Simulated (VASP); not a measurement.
Wanted: the native input for a VASP 6.6.1 run.

| Property | Result |
| --- | --- |
| Task | single point |
| Functional | PBEsol |
| Potentials or basis | VASP PAW PBE potentials, release 64 (W_sv, O) |
| Cutoff | 520 eV |
| k mesh | 16 × 16 × 16 |
| Occupations | gaussian, width 0.05 eV |
| Spin | no spin polarisation |
| Hubbard terms | W d U = 4.0 eV |
| Dipole correction | no |
| Further INCAR settings | ALGO = Normal; EDIFF = 1e-06; NBANDS = 17 |

The structure of WO lies in POSCAR:

```
WO
1.0
    0.0000000000      2.3234686790      2.3234686790
    2.3234686790      0.0000000000      2.3234686790
    2.3234686790      2.3234686790      0.0000000000
W O
1 1
Direct
    0.0000000000      0.0000000000      0.0000000000
    0.2500000000      0.2500000000      0.2500000000
```

One way to write it, as run:

INCAR

```
SYSTEM = WO
  ALGO = Normal
  EDIFF = 1E-6
  ENCUT = 520
  GGA = PS
  ISIF = 2
  ISMEAR = 0
  LASPH = .TRUE.
  LCHARG = .FALSE.
  LDAU = .TRUE.
  LDAUJ = 0 0
  LDAUL = 2 -1
  LDAUPRINT = 1
  LDAUTYPE = 2
  LDAUU = 4 0
  LMAXMIX = 4
  LREAL = .FALSE.
  LWAVE = .FALSE.
  NBANDS = 17
  NELM = 150
  PREC = Accurate
  SIGMA = 0.05
```

KPOINTS

```
k-points
0
G
  16 16 16
  0 0 0
```

Potentials or basis: VASP PAW PBE potentials, release 64 (W_sv, O).

Run with:

```bash
$ cat potpaw_PBE.64/W_sv/POTCAR potpaw_PBE.64/O/POTCAR > POTCAR
$ mpirun -np 1 vasp_std > vasp.out
```

Results of the run:

| Property | Result |
| --- | --- |
| Pressure | 8.0 GPa |
| Band gap on the k mesh | zero (bands 10 and 11 overlap by 1.27 eV) |

Caveat: the cell stands under pressure; the PAW data sets were made with another functional, which shifts forces and pressure a little; spin-orbit coupling is left out, which moves the levels of the heavy elements; U without spin polarisation on a metal has little footing.

Run time: 26 s on 1 thread of Intel(R) Xeon(R) Platinum 8488C (Sapphire Rapids) (shared host), peak memory 0.18 GiB.
